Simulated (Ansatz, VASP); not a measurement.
**One calculation of SnO, two programs**

```
Sn O
1.0
    -6.71001    0.00000   -8.44394
    -6.71001    0.00000    8.44394
     6.71001   11.34821    0.00000
Sn O
32 32
Direct
  0.92969 0.18626 0.11595
  0.92969 0.68626 0.61595
  0.42969 0.18626 0.11595
  0.92969 0.18626 0.61595
  0.67969 0.43626 0.61595
  0.42969 0.68626 0.61595
  0.92969 0.68626 0.11595
  0.67969 0.93626 0.11595
  0.42969 0.18626 0.61595
  0.17969 0.43626 0.61595
  0.67969 0.43626 0.11595
  0.42969 0.68626 0.11595
  0.17969 0.93626 0.11595
  0.67969 0.93626 0.61595
  0.17969 0.43626 0.11595
  0.17969 0.93626 0.61595
  0.06374 0.07031 0.38405
  0.06374 0.57031 0.88405
  0.56374 0.07031 0.38405
  0.06374 0.07031 0.88405
  0.81374 0.32031 0.88405
  0.56374 0.57031 0.88405
  0.06374 0.57031 0.38405
  0.81374 0.82031 0.38405
  0.56374 0.07031 0.88405
  0.31374 0.32031 0.88405
  0.81374 0.32031 0.38405
  0.56374 0.57031 0.38405
  0.31374 0.82031 0.38405
  0.81374 0.82031 0.88405
  0.31374 0.32031 0.38405
  0.31374 0.82031 0.88405
  0.03860 0.40703 0.44562
  0.03860 0.90703 0.94563
  0.53860 0.40703 0.44562
  0.03860 0.40703 0.94563
  0.78860 0.65703 0.94563
  0.53860 0.90703 0.94563
  0.03860 0.90703 0.44562
  0.78860 0.15703 0.44562
  0.53860 0.40703 0.94563
  0.28860 0.65703 0.94563
  0.78860 0.65703 0.44562
  0.53860 0.90703 0.44562
  0.28860 0.15703 0.44562
  0.78860 0.15703 0.94563
  0.28860 0.65703 0.44562
  0.28860 0.15703 0.94563
  0.84297 0.96140 0.05437
  0.84297 0.46140 0.55437
  0.34297 0.96140 0.05437
  0.84297 0.96140 0.55437
  0.59297 0.21140 0.55437
  0.34297 0.46140 0.55437
  0.84297 0.46140 0.05437
  0.59297 0.71140 0.05437
  0.34297 0.96140 0.55437
  0.09297 0.21140 0.55437
  0.59297 0.21140 0.05437
  0.34297 0.46140 0.05437
  0.09297 0.71140 0.05437
  0.59297 0.71140 0.55437
  0.09297 0.21140 0.05437
  0.09297 0.71140 0.55437
```

Alike in both runs: task single point; functional PBE; k mesh 1 × 1 × 1; occupations gaussian, width 0.05 eV; no spin polarisation.

|  | VASP | Ansatz |
| --- | --- | --- |
| version | VASP 6.6.1 | Ansatz 0.2.0 |
| potentials or method | VASP PAW PBE potentials, release 64 (Sn_d, O), cutoff 520 eV | scalar-relativistic, plane waves, PAW |
| valence electrons in the cell | 640 | 640 |

Ansatz gave:

```
gap on the k mesh at the Fermi level (eV) : 1.90
rms of the force components (eV/Å)        : 0.058
```

Which values does VASP return?

gap on the k mesh at the Fermi level (eV): 1.89; rms of the force components (eV/Å): 0.052.

Atom by atom the forces differ by 0.032 eV/Å (rms over components).

The k mesh is coarse, so the values compare programs but aren't converged.
